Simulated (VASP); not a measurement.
# Hg (Pm-3m) in VASP: further runs, part 2 of 2

VASP 6.6.1. Earlier steps stand in the parts before.

## (4) Relaxation of cell and atoms, LDA, target pressure 300 GPa, at which the enthalpy is minimised

This run uses another cell than the first one, of 11.53 Å³/atom.

INCAR

```
SYSTEM = Hg
PREC = Accurate
ENCUT = 600
EDIFF = 1E-6
ISMEAR = -1
SIGMA = 0.08
LREAL = .FALSE.
LASPH = .TRUE.
NELM = 60
ALGO = Normal
ISIF = 3
LWAVE = .FALSE.
LCHARG = .FALSE.
GGA = CA
IBRION = 2
NSW = 60
EDIFFG = -0.005
PSTRESS = 3000.0
```

KPOINTS

```
Automatic mesh
0
G
  17 17 17
  0 0 0
```

POSCAR

```
Hg
1.0
    2.2593454296      0.0000000000      0.0000000000
    0.0000000000      2.2593454296      0.0000000000
    0.0000000000      0.0000000000      2.2593454296
Hg
1
Direct
    0.0000000000      0.0000000000      0.0000000000
```

Potentials or basis: VASP PAW LDA potentials, release 64 (Hg).

Command:

```console
$ cat potpaw_LDA.64/Hg/POTCAR > POTCAR
$ mpirun -np 1 vasp_std > vasp.out
```

OUTCAR:

```text
SYSTEM = Hg
   PREC = Accurate
   ENCUT = 600
   EDIFF = 1E-6
   ISMEAR = -1
   LREAL = .FALSE.
   LASPH = .TRUE.
   NELM = 60
   ISIF = 3
   GGA = CA
   IBRION = 2
   NSW = 60
   EDIFFG = -0.005
   PSTRESS = 3000.0

 ion  position               nearest neighbor table
   1  0.000  0.000  0.000-

  LATTYP: Found a simple cubic cell.
 ALAT       =     2.2593454296

  Lattice vectors:

 A1 = (   2.2593454296,   0.0000000000,   0.0000000000)
 A2 = (   0.0000000000,   2.2593454296,   0.0000000000)
 A3 = (   0.0000000000,   0.0000000000,   2.2593454296)

Analysis of symmetry for initial positions (statically):
=====================================================================
 Subroutine PRICEL returns:
 Original cell was already a primitive cell.

 Routine SETGRP: Setting up the symmetry group for a
 simple cubic supercell.

 Subroutine GETGRP returns: Found 48 space group operations
 (whereof 48 operations were pure point group operations)
 out of a pool of 48 trial point group operations.

The static configuration has the point symmetry O_h .

Analysis of symmetry for dynamics (positions and initial velocities):
=====================================================================
 Subroutine PRICEL returns:
 Original cell was already a primitive cell.

 Routine SETGRP: Setting up the symmetry group for a
 simple cubic supercell.

 Subroutine GETGRP returns: Found 48 space group operations
 (whereof 48 operations were pure point group operations)
 out of a pool of 48 trial point group operations.

The dynamic configuration has the point symmetry O_h .

 Subroutine INISYM returns: Found 48 space group operations
 (whereof 48 operations are pure point group operations),
 and found     1 'primitive' translations

----------------------------------------------------------------------------------------

                                     Primitive cell

  volume of cell :      11.5331

[... 112 lines left out ...]
   LHFCALC =     F    Hartree Fock is set to
   AEXX    =    0.0000 exact exchange contribution
   IVDW    =     0    specifies the selected vdW correction
   LEPSILON=     F    determine dielectric tensor
   LRPA    =     F    only Hartree local field effects (RPA)
 conjugate gradient relaxation of ions
 non-spin polarized calculation
  energy-cutoff  :      600.00
  volume of cell :       11.53
 maximum number of plane-waves:       397
 NGX is ok and might be reduce to    18
   NGX =  9   NGY =  9   NGZ =  9

--------------------------------------- Ionic step        1  -------------------------------------------

 number of electron      12.0000003 magnetization

 Free energy of the ion-electron system (eV)
  ---------------------------------------------------
  ext. energy  EPLUGINS =         0.00000000
  ---------------------------------------------------
  free energy    TOTEN  =         6.06983078 eV

  energy without entropy =        6.07941309  energy(sigma->0) =        6.07462193

------------------------ aborting loop because EDIFF is reached ----------------------------------------

  FORCE on cell =-STRESS in cart. coord.  units (eV):
  Direction    XX          YY          ZZ          XY          YZ          ZX
  --------------------------------------------------------------------------------------
  -------------------------------------------------------------------------------------
  Total       28.1949587     28.1949587     28.1949587      0.0000000     -0.0000000      0.0000000
  in kB     3916.8247550   3916.8247550   3916.8247550      0.0000000     -0.0000000      0.0000000
  external PRESSURE =     916.8247550 kB  Pullay stress =    3000.0000000 kB
[... 24 lines left out ...]
--------------------------------------- Ionic step        2  -------------------------------------------

 number of electron      11.9999979 magnetization

 E-fermi :   1.7674     XC(G=0): -10.5016

 val. band max:        1.7646861778   @ k =   0.4118   0.0588   0.0588
 cond. band min:       1.8461668325   @ k =   0.4706   0.2353   0.1176
 fundamental gap:      0.0814806547
 Fermi energy:         1.7674488852

 k-point     1 :       0.0000    0.0000    0.0000
  band No.  band energies     occupation
      1      -6.7628      2.00000
      2      -6.3150      2.00000
      3      -6.3150      2.00000
      4      -4.0989      2.00000
      5      -4.0989      2.00000
      6      -4.0989      2.00000
      7      11.8692      0.00000
      8      11.8692      0.00000
      9      11.8692      0.00000
     10      15.4541      0.00000
[... 409 lines left out ...]
--------------------------------------- Ionic step        5  -------------------------------------------

 number of electron      11.9999998 magnetization

 Free energy of the ion-electron system (eV)
  ---------------------------------------------------
  ext. energy  EPLUGINS =         0.00000000
  ---------------------------------------------------
  free energy    TOTEN  =         4.43512758 eV

  energy without entropy =        4.44449574  energy(sigma->0) =        4.43981166

 E-fermi :  11.9321     XC(G=0): -14.8504

 val. band max:       11.9154946884   @ k =   0.4706   0.2353   0.1176
 cond. band min:      11.9427742746   @ k =   0.4706   0.1765   0.1765
 fundamental gap:      0.0272795862
 Fermi energy:        11.9320704348

 k-point     1 :       0.0000    0.0000    0.0000
  band No.  band energies     occupation
      1      -5.9002      2.00000
      2      -4.2867      2.00000
      3      -4.2867      2.00000
      4       4.2630      2.00000
      5       4.2630      2.00000
      6       4.2630      2.00000
      7      25.1872      0.00000
      8      25.1872      0.00000
      9      25.1872      0.00000
     10      32.3866      0.00000
[... 331 lines left out ...]
  energy  without entropy=        4.4444957411  energy(sigma->0) =        4.43981166

  enthalpy is  TOTEN    =        27.4576153368 eV   P V=       23.0224877536

 reached required accuracy - stopping structural energy minimisation
```

OSZICAR:

```text
N       E                     dE             d eps       ncg     rms          rms(c)
DAV:   1     0.860151837470E+02    0.86015E+02   -0.82733E+03  3500   0.147E+03
DAV:   2     0.664420037093E+01   -0.79371E+02   -0.77291E+02  3444   0.308E+02
DAV:   3     0.579059396194E+01   -0.85361E+00   -0.85291E+00  3656   0.356E+01
[... 43 lines left out ...]
DAV:   1     0.443426569470E+01    0.62716E-01   -0.18391E-02  3464   0.205E+00    0.284E-01
DAV:   2     0.443502232968E+01    0.75663E-03   -0.15985E-03  3474   0.609E-01    0.184E-01
DAV:   3     0.443512076184E+01    0.98432E-04   -0.26616E-04  3546   0.227E-01    0.995E-02
DAV:   4     0.443512757651E+01    0.68147E-05   -0.12414E-05  3426   0.435E-02    0.277E-03
DAV:   5     0.443512758324E+01    0.67378E-08   -0.17511E-07  1694   0.439E-03
   5 F= 0.27457615E+02 E0= 0.27462299E+02  d E =-.207482E+00
```

CONTCAR:

```text
Hg
   1.00000000000000
     2.3080605223076058    0.0000000000000000    0.0000000000000000
     0.0000000000000000    2.3080605223076058    0.0000000000000000
    -0.0000000000000000   -0.0000000000000000    2.3080605223076058
  Hg
     1
Direct
     0.0000000000000000    0.0000000000000000    0.0000000000000000

  0.00000000E+00  0.00000000E+00  0.00000000E+00
```

It took 22 s on 1 thread of Intel Xeon 6975P-C (Granite Rapids), shared host; peak memory 0.14 GiB.

Results:

```yaml
Free_energy: 4.4351 eV
Relaxed_volume: 12.30 Å³/atom
Relaxed_cell: a = 2.308 Å, b = 2.308 Å, c = 2.308 Å, α = 90.00°, β = 90.00°, γ = 90.00°
Space_group_after_relaxing_to_0.1_Å: Pm-3m (No. 221)
Energy_change_on_relaxing_the_run_minimises_the_enthalpy: -1634.7 meV/atom
Ionic_steps: 5
Pressure_after_relaxing: 300.0 GPa
Band_gap_on_the_k_mesh: zero (bands 6 and 7 overlap by 6.09 eV)
```

The path:
| step | energy change (eV) | largest force (eV/Å) | pressure (GPa) | volume (Å³) |
| --- | --- | --- | --- | --- |
| 1 | 0.0000 | 0.0000 | 391.68 | 11.53 |
| 2 | -6.9922 | 0.0000 | -3.54 | 26.43 |
| 3 | -2.5739 | 0.0000 | 248.52 | 12.85 |
| 4 | -1.6983 | 0.0000 | 296.50 | 12.33 |
| 5 | -1.6347 | 0.0000 | 300.00 | 12.30 |

Final structure:
```yaml
crystal:
  lattice:
    - [2.30806, 0.00000, 0.00000]
    - [0.00000, 2.30806, 0.00000]
    - [0.00000, 0.00000, 2.30806]
  atoms:
    - { symbol: Hg, position: [0.00000, 0.00000, 0.00000] }
```

Levels at points of the mesh, in eV from the Fermi level:
```csv
k point,band 4,band 5,band 6,band 7,band 8,band 9
"(0.00, 0.00, 0.00)",-7.67,-7.67,-7.67,13.26,13.26,13.26
```

Caveat: the cell is relaxed towards a set pressure, so the run minimises the enthalpy, not the energy; spin-orbit coupling is left out, which moves the levels of the heavy elements.

## (5) Relaxation of cell and atoms, LDA, target pressure 300 GPa, at which the enthalpy is minimised

INCAR

```
SYSTEM = Hg
PREC = Accurate ; ENCUT = 600
EDIFF = 1E-6 ; ISMEAR = -1
SIGMA = 0.08 ; LREAL = .FALSE.
LASPH = .TRUE. ; NELM = 80
ALGO = Normal ; ISIF = 3
LWAVE = .FALSE. ; LCHARG = .FALSE.
IBRION = 2 ; NSW = 32
EDIFFG = -0.005 ; PSTRESS = 3000.0
```

KPOINTS is that of step 4.

POSCAR

```
Hg
1.0
    2.2949992360      0.0000000000      0.0000000000
    0.0000000000      2.2949992360      0.0000000000
    0.0000000000      0.0000000000      2.2949992360
Hg
1
Direct
    0.0000000000      0.0000000000      0.0000000000
```

Potentials or basis: VASP PAW LDA potentials, release 64 (Hg).

Command:

```console
$ cat potpaw_LDA.64/Hg/POTCAR > POTCAR
$ mpirun -np 1 vasp_std > vasp.out
```

OUTCAR:

```text
SYSTEM = Hg
   PREC = Accurate
   ENCUT = 600
   EDIFF = 1E-6
   ISMEAR = -1
   LREAL = .FALSE.
   LASPH = .TRUE.
   NELM = 80
   ISIF = 3
   IBRION = 2
   NSW = 32
   EDIFFG = -0.005
   PSTRESS = 3000.0

 ion  position               nearest neighbor table
   1  0.000  0.000  0.000-

  LATTYP: Found a simple cubic cell.
 ALAT       =     2.2949992360

  Lattice vectors:

 A1 = (   2.2949992360,   0.0000000000,   0.0000000000)
 A2 = (   0.0000000000,   2.2949992360,   0.0000000000)
 A3 = (   0.0000000000,   0.0000000000,   2.2949992360)

Analysis of symmetry for initial positions (statically):
=====================================================================
 Subroutine PRICEL returns:
 Original cell was already a primitive cell.

 Routine SETGRP: Setting up the symmetry group for a
 simple cubic supercell.

 Subroutine GETGRP returns: Found 48 space group operations
 (whereof 48 operations were pure point group operations)
 out of a pool of 48 trial point group operations.

The static configuration has the point symmetry O_h .

Analysis of symmetry for dynamics (positions and initial velocities):
=====================================================================
 Subroutine PRICEL returns:
 Original cell was already a primitive cell.

 Routine SETGRP: Setting up the symmetry group for a
 simple cubic supercell.

[... 157 lines left out ...]
  -------------------------------------------------------------------------------------
  Total       24.3231669     24.3231669     24.3231669     -0.0000000     -0.0000000      0.0000000
  in kB     3223.9111642   3223.9111642   3223.9111642     -0.0000000     -0.0000000      0.0000000
  external PRESSURE =     223.9111642 kB  Pullay stress =    3000.0000000 kB
[... 24 lines left out ...]
--------------------------------------- Ionic step        2  -------------------------------------------

 number of electron      11.9999995 magnetization

 E-fermi :   7.8997     XC(G=0): -13.5228

 val. band max:        7.8859776505   @ k =   0.4118   0.0000   0.0000
 cond. band min:       7.9697163702   @ k =   0.4118   0.0588   0.0000
 fundamental gap:      0.0837387197
 Fermi energy:         7.8997008031

 k-point     1 :       0.0000    0.0000    0.0000
  band No.  band energies     occupation
      1      -6.3866      2.00000
      2      -4.8914      2.00000
      3      -4.8914      2.00000
      4       1.0738      2.00000
      5       1.0738      2.00000
      6       1.0738      2.00000
      7      20.5344      0.00000
      8      20.5344      0.00000
      9      20.5344      0.00000
     10      26.5452      0.00000
[... 372 lines left out ...]
--------------------------------------- Ionic step        4  -------------------------------------------

 number of electron      11.9999998 magnetization

 Free energy of the ion-electron system (eV)
  ---------------------------------------------------
  ext. energy  EPLUGINS =         0.00000000
  ---------------------------------------------------
  free energy    TOTEN  =         4.43294303 eV

  energy without entropy =        4.44231072  energy(sigma->0) =        4.43762687

 E-fermi :  11.9303     XC(G=0): -14.8499

 val. band max:       11.9135661328   @ k =   0.4706   0.2353   0.1176
 cond. band min:      11.9408176407   @ k =   0.4706   0.1765   0.1765
 fundamental gap:      0.0272515079
 Fermi energy:        11.9303172911

 k-point     1 :       0.0000    0.0000    0.0000
  band No.  band energies     occupation
      1      -5.9004      2.00000
      2      -4.2871      2.00000
      3      -4.2871      2.00000
      4       4.2616      2.00000
      5       4.2616      2.00000
      6       4.2616      2.00000
      7      25.1853      0.00000
      8      25.1853      0.00000
      9      25.1853      0.00000
     10      32.3842      0.00000
[... 331 lines left out ...]
  energy  without entropy=        4.4423107204  energy(sigma->0) =        4.43762687

  enthalpy is  TOTEN    =        27.4572684063 eV   P V=       23.0243253801

 reached required accuracy - stopping structural energy minimisation
```

CONTCAR:

```text
Hg
   1.00000000000000
     2.3081219295207052    0.0000000000000000    0.0000000000000000
    -0.0000000000000000    2.3081219295207052    0.0000000000000000
    -0.0000000000000000   -0.0000000000000000    2.3081219295207052
  Hg
     1
Direct
     0.0000000000000000    0.0000000000000000    0.0000000000000000

  0.00000000E+00  0.00000000E+00  0.00000000E+00
```

Run time: 17 s. Hardware: 1 thread of Intel Xeon 6975P-C (Granite Rapids), shared host; peak memory 0.14 GiB.

What came out:

```
Free energy                                                : 4.4329 eV
Relaxed volume                                             : 12.30 Å³/atom
Relaxed cell                                               : a = 2.308 Å, b = 2.308 Å, c = 2.308 Å, α = 90.00°, β = 90.00°, γ = 90.00°
Space group after relaxing (to 0.1 Å)                      : Pm-3m (No. 221)
Energy change on relaxing (the run minimises the enthalpy) : -404.8 meV/atom
Ionic steps                                                : 4
Pressure after relaxing                                    : 299.9 GPa
Band gap on the k mesh                                     : zero (bands 6 and 7 overlap by 6.09 eV)
```

Step by step:
```csv
step,energy change (eV),largest force (eV/Å),pressure (GPa),volume (Å³)
1,0.0000,0.0000,322.39,12.09
2,-3.9306,0.0000,109.98,15.29
3,-0.4602,0.0000,296.89,12.33
4,-0.4048,0.0000,299.94,12.30
```

Final structure:
```
CELL_PARAMETERS angstrom
2.30812 0.00000 0.00000
0.00000 2.30812 0.00000
0.00000 0.00000 2.30812
ATOMIC_POSITIONS crystal
Hg 0.00000 0.00000 0.00000
```

Caveat: the cell is relaxed towards a set pressure, so the run minimises the enthalpy, not the energy; spin-orbit coupling is left out, which moves the levels of the heavy elements.

## (6) Summary

```csv
task,cell,cutoff (eV),gap on the mesh (eV),pressure (GPa)
single point,"a = 2.295 Å, 1 atom",520,none,321.9
relaxation of cell and atoms,"relaxed to 300 GPa from a = 2.259 Å, 1 atom",600,none,300.0
relaxation of cell and atoms,"relaxed to 300 GPa from a = 2.295 Å, 1 atom",600,none,299.9
```

Alike in all rows: level LDA; potentials or basis VASP PAW LDA potentials, release 64 (Hg); no spin polarisation; k mesh 17 × 17 × 17; smearing fermi-dirac 0.08 eV.

Caveats: spin-orbit coupling is left out, which moves the levels of the heavy elements; the cell is relaxed towards a set pressure, so the run minimises the enthalpy, not the energy (at least some runs); the cell stands under pressure (at least some runs).

Total energies depend on the potentials used, so only differences within one code and one set of settings carry meaning.

The gap in the log of VASP goes by the Fermi energy; the results here count the filled bands.